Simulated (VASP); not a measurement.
Wanted: the native input for a VASP 6.6.1 run.

| Property | Result |
| --- | --- |
| Task | single point |
| Functional | PBE |
| Potentials or basis | VASP PAW PBE potentials, release 64 (Bi_d, Se) |
| Cutoff | 520 eV |
| k mesh | 12 × 12 × 12 |
| Occupations | gaussian, width 0.03 eV |
| Spin | no spin polarisation |
| Dipole correction | no |
| Further INCAR settings | ALGO = Normal; EDIFF = 1e-07; NBANDS = 32 |

The structure of Bi2Se3 lies in POSCAR:

```
Bi2Se3
1.0
    1.9057793531      1.1003022225      8.7817036000
   -1.9057793531      1.1003022225      8.7817036000
    0.0000000000     -2.2006044450      8.7817036000
Bi Se
2 3
Direct
    0.4008000000      0.4008000000      0.4008000000
    0.5992000000      0.5992000000      0.5992000000
    0.0000000000      0.0000000000      0.0000000000
    0.2117000000      0.2117000000      0.2117000000
    0.7883000000      0.7883000000      0.7883000000
```

This cell differs from its parent crystal: strain -0.080 along x and y, -0.080 along z.

The input as run:

INCAR

```
ALGO     = Normal         # electronic algorithm
EDIFF    = 1E-7           # SCF threshold, eV
ENCUT    = 520            # plane-wave cutoff, eV
GGA      = PE             # functional
ISIF     = 2              # what is computed and relaxed
ISMEAR   = 0              # smearing method
LASPH    = T              # aspherical terms in the spheres
LCHARG   = F              # write CHGCAR
LREAL    = F              # projectors in reciprocal space
LWAVE    = F              # write WAVECAR
NBANDS   = 32             # bands
NELM     = 80             # most SCF steps
PREC     = Accurate       # precision mode
SIGMA    = 0.03           # smearing width, eV
```

KPOINTS

```
k-points
0
Gamma
  12 12 12
```

Potentials or basis: VASP PAW PBE potentials, release 64 (Bi_d, Se).

The run is started by

```console
$ cat potpaw_PBE.64/Bi_d/POTCAR potpaw_PBE.64/Se/POTCAR > POTCAR
$ mpirun -np 1 vasp_std > vasp.out
```

Results of the run:

```yaml
Pressure: 31.6 GPa
Largest_force: 2.869 eV/Å
Band_gap_on_the_k_mesh: 0.08 eV
```

Caveat: the cell differs from its parent crystal (strain -0.080 along x and y, -0.080 along z); the cell stands under pressure; spin-orbit coupling is left out, which moves the levels of the heavy elements; forces of over 1 eV/Å act on the atoms, so gaps and moduli don't describe the material at rest.

Wall time 85 min on 1 thread of Intel Xeon 8259CL, on a shared host, peak memory 1 GiB.
